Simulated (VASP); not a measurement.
Here is a VASP 6.6.1 calculation.

Contents of INCAR:

```
ALGO = Normal
EDIFF = 1E-6
ENCUT = 520
GGA = PE
ISIF = 2
ISMEAR = -1
LASPH = True
LCHARG = False
LREAL = False
LWAVE = False
NBANDS = 36
NELM = 60
PREC = Accurate
SIGMA = 0.05
```

Contents of KPOINTS:

```
k-points
0
Gamma
  12 12 4
```

Contents of POSCAR:

```
Sn
1.0
    3.0085896376      0.0000000000      0.0000000000
   -1.5042948188      2.6055150558      0.0000000000
    0.0000000000      0.0000000000      9.7356078528
Sn
4
Direct
    0.0000000000      0.0000000000      0.0000000000
    0.0000000000      0.0000000000      0.5000000000
    0.3333333333      0.6666666667      0.2500000000
    0.6666666667      0.3333333333      0.7500000000
```

Potentials or basis: VASP PAW PBE potentials, release 64 (Sn_d).

Run with:

```console
$ cat potpaw_PBE.64/Sn_d/POTCAR > POTCAR
$ mpirun -np 1 vasp_std > vasp.out
```

(1) Predict the band gap on the k mesh.

(2) Predict the pressure.

## Answers

(1) zero (bands 28 and 29 overlap by 11.66 eV).

(2) 43.9 GPa.

Caveat: the cell stands under pressure; spin-orbit coupling is left out, which moves the levels of the heavy elements.
